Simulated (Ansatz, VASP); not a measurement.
Two plane-wave programs on Ta

File POSCAR:

```
Ta
1.0
   -1.6925620000      1.6925620000      1.6512800000
    1.6925620000     -1.6925620000      1.6512800000
    1.6099980000      1.6099980000     -1.6512800000
Ta
1
Direct
    0.0000000000      0.0000000000      0.0000000000
```

File INCAR.step1:

```
PREC = Accurate
ENCUT = 520
ISMEAR = 0
SIGMA = 0.15
LREAL = F
LASPH = T
NELM = 80
NBANDS = 12
GGA = PE
ALGO = Normal
EDIFF = 1E-4
LWAVE = T
LCHARG = F
```

File INCAR.step2:

```
PREC = Accurate
ENCUT = 520
EDIFF = 1E-7
ISMEAR = 0
SIGMA = 0.15
LREAL = F
LASPH = T
NELM = 80
ALGO = Normal
ISIF = 2
LWAVE = F
LCHARG = F
METAGGA = R2SCAN
LMIXTAU = T
NBANDS = 12
ISTART = 1
```

File KPOINTS:

```
regular mesh
0
Gamma
  20 20 20
```

Input for Ansatz:

```yaml
crystal:
  lattice:
    - [-1.692562, 1.692562, 1.65128]
    - [1.692562, -1.692562, 1.65128]
    - [1.609998, 1.609998, -1.65128]
  atoms:
    - { symbol: Ta, position: [0.0, 0.0, 0.0] }
basis:
  ecutwfc: 500
kpoints:
  mp_grid: { grid: [20, 20, 20] }
hamiltonian:
  xc: r2scan
scf:
  occupations: { method: gaussian, width: 0.15 }
output:
  forces: true
  stress: true
  eigenvalues: true
```

Change from the starting cell: strain -0.0500 x Voigt [0, 0, 0, 0, 0, 1], atoms carried along.

Alike in both runs: task single point; functional r2SCAN; k mesh 20 × 20 × 20; occupations gaussian, width 0.15 eV; no spin polarisation.

|  | VASP | Ansatz |
| --- | --- | --- |
| version | VASP 6.6.1 | Ansatz 0.2.0 |
| potentials or method | VASP PAW PBE potentials, release 64 (Ta_pv), cutoff 520 eV | scalar-relativistic, plane waves, PAW |
| valence electrons in the cell | 11 | 13 |

```tsv
	VASP	Ansatz	Ansatz less VASP
gap on the k mesh at the Fermi level (eV)	none	none	-
pressure (GPa)	1.5	0.8	-0.65
traceless stress, the component that is largest in VASP (GPa)	3.77	3.76	-0.014
```

VASP's potentials were made for PBE, not for r2SCAN. A gap of «none» marks a metal or a gap that the smearing closes. VASP's potentials hold 11 valence electrons a cell and Ansatz's 13, so a difference there can come from the potentials and not from the codes.

Neither program's run includes spin-orbit coupling.
